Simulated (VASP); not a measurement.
Set up this calculation in VASP 6.6.1, as the native input.

- Task: single point
- Functional: r2SCAN
- Potentials or basis: VASP PAW PBE potentials, release 64 (Ta_pv, N)
- Cutoff: 520 eV
- k mesh: 6 × 6 × 4
- Occupations: gaussian, width 0.1 eV
- Spin: no spin polarisation
- Dipole correction: no
- Further INCAR settings: ALGO = Normal; EDIFF = 1e-06; NBANDS = 30

Ta3N2:

```
Ta N
1.0
     3.59713    0.00000    0.00000
    -1.79856    3.11520    0.00000
     0.00000    0.00000    5.59654
Ta N
3 2
Direct
  0.00000 0.00000 0.00000
  0.33333 0.66667 0.64500
  0.66667 0.33333 0.35500
  0.33333 0.66667 0.24500
  0.66667 0.33333 0.75500
```

These files were run (other wordings do the same):

POSCAR

```
Ta3N2
1.0
    3.5971261021      0.0000000000      0.0000000000
   -1.7985630511      3.1152025850      0.0000000000
    0.0000000000      0.0000000000      5.5965439101
Ta N
3 2
Direct
    0.0000000000      0.0000000000      0.0000000000
    0.3333333333      0.6666666667      0.6450000000
    0.6666666667      0.3333333333      0.3550000000
    0.3333333333      0.6666666667      0.2450000000
    0.6666666667      0.3333333333      0.7550000000
```

INCAR.step1

```
PREC = Accurate
ENCUT = 520
ISMEAR = 0
SIGMA = 0.1
LREAL = F
LASPH = T
NELM = 80
NBANDS = 30
GGA = PE
ALGO = Normal
EDIFF = 1E-4
LWAVE = T
LCHARG = F
```

INCAR.step2

```
PREC = Accurate
ENCUT = 520
EDIFF = 1E-6
ISMEAR = 0
SIGMA = 0.1
LREAL = F
LASPH = T
NELM = 80
ALGO = Normal
ISIF = 2
LWAVE = F
LCHARG = F
METAGGA = R2SCAN
LMIXTAU = T
NBANDS = 30
ISTART = 1
```

KPOINTS

```
regular mesh
0
Gamma
  6 6 4
```

Potentials or basis: VASP PAW PBE potentials, release 64 (Ta_pv, N).

The run is started by

```bash
$ cat potpaw_PBE.64/Ta_pv/POTCAR potpaw_PBE.64/N/POTCAR > POTCAR
$ cp INCAR.step1 INCAR
$ mpirun -np 1 vasp_std > vasp.out
$ cp INCAR.step2 INCAR
$ mpirun -np 1 vasp_std > vasp.out
```

Results of the run:

- Pressure: 4.7 GPa
- Largest force: 3.099 eV/Å

Caveat: the PAW data sets were made with another functional, which shifts forces and pressure a little.

Wall time 76 s on 1 thread of Intel(R) Xeon(R) 6975P-C (Granite Rapids) (shared host), peak memory 0.2 GiB.
